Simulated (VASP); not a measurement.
A run of VASP 6.6.1 is set up as follows.

File INCAR:

```
ALGO = Normal ; EDIFF = 1E-7
ENCUT = 520 ; GGA = PE
ISIF = 2 ; ISMEAR = -1
LASPH = T ; LCHARG = F
LREAL = Auto ; LWAVE = F
NBANDS = 128 ; NELM = 100
PREC = Accurate ; SIGMA = 0.05
```

Contents of KPOINTS:

```
k-points
0
Gamma
  2 2 2
```

The input POSCAR:

```
Ge16N
1.0
    0.0000000000      5.6600000000      5.6600000000
    5.6600000000      0.0000000000      5.6600000000
    5.6600000000      5.6600000000      0.0000000000
Ge N
16 1
Direct
    0.0195406360      0.0295936396      0.0545053004
    0.0437809187      0.3088515901      0.0959010601
   -0.0391607774      0.0139487633      0.4886484099
    0.0947791519      0.0830830389      0.6802208481
   -0.0536572438      0.6840106007     -0.0515371025
    0.2416077739      0.5375971731      0.0952650177
    0.0373233216      0.4351325088      0.5070583039
    0.1206537102      0.5926678445      0.6229858657
    0.4340371025      0.2053975265     -0.0724646643
    0.6393374558     -0.0312632509      0.2126590106
    0.4696554770     -0.1549558304      0.5832950530
    0.5751060071      0.1573144876      0.5859363958
    0.6243551237      0.3409628975      0.1318462898
    0.4922526502      0.7946024735      0.0216342756
    0.4794964664      0.5781183746      0.4259452297
    0.6337455830      0.4804240283      0.7146996466
    1.2542491166      0.7976943463      0.0648498233
```

Potentials or basis: VASP PAW PBE potentials, release 64 (Ge_d, N).

Run with:

```bash
$ cat potpaw_PBE.64/Ge_d/POTCAR potpaw_PBE.64/N/POTCAR > POTCAR
$ mpirun -np 1 vasp_std > vasp.out
```

**Question.** Estimate the largest force.

**Answer.** 2.599 eV/Å.

**Question.** What does it give for the pressure?

**Answer.** 1.7 GPa.

Forces on the atoms (eV/Å):
```
Ge  -0.359 -0.733 -0.409
Ge  -0.278  0.529 -1.150
Ge  -0.002  0.152  0.068
Ge  -0.971  0.627 -0.942
Ge   0.812 -0.426  0.215
Ge   1.083  0.309  0.408
Ge  -0.338 -1.422  0.154
Ge   1.098  0.045  1.023
Ge  -0.054  0.763  0.012
Ge  -0.641 -0.353  0.783
Ge   1.151 -0.403  0.542
Ge  -0.817 -0.343  0.022
Ge   0.311 -0.254 -0.174
Ge  -0.436  1.805  1.818
Ge  -0.165  0.232  0.047
Ge  -0.388  0.547 -0.175
N   -0.007 -1.074 -2.240
```

Caveat: the k points lie up to 0.48 Å⁻¹ apart.
